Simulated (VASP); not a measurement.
Runs of VASP 6.6.1 on Al. The structure is that of space group P6_3/mmc (No. 194), or close to it. The cells are those of the table. 

| cell | gap on the mesh (eV) | pressure (GPa) |
| --- | --- | --- |
| a = 2.794, b = 2.794, c = 4.834 Å, angles 90.0, 90.0, 120.0°, 2 atoms | none | (b) |
| a = 2.849, b = 2.849, c = 4.931 Å, angles 90.0, 90.0, 120.0°, 2 atoms | none | -5.6 |
| a = 2.831, b = 2.831, c = 4.899 Å, angles 90.0, 90.0, 120.0°, 2 atoms | none | -4.5 |
| a = 2.868, b = 2.868, c = 4.962 Å, angles 90.0, 90.0, 120.0°, 2 atoms | none | -6.5 |
| a = 2.755, b = 2.755, c = 4.767 Å, angles 90.0, 90.0, 120.0°, 2 atoms | none | 1.6 |
| a = 2.812, b = 2.812, c = 4.867 Å, angles 90.0, 90.0, 120.0°, 2 atoms | none | (a) |
| a = 2.774, b = 2.774, c = 4.801 Å, angles 90.0, 90.0, 120.0°, 2 atoms | none | -0.2 |

Alike in all rows: task single point; level LDA; potentials or basis VASP PAW LDA potentials, release 64 (Al); no spin polarisation; k mesh 12 × 12 × 6; cutoff (eV) 520; smearing gaussian 0.05 eV.

Fill in the values left out.

(a) -3.2; (b) -1.8.

A gap of «none» marks levels without a gap at the run's occupations.
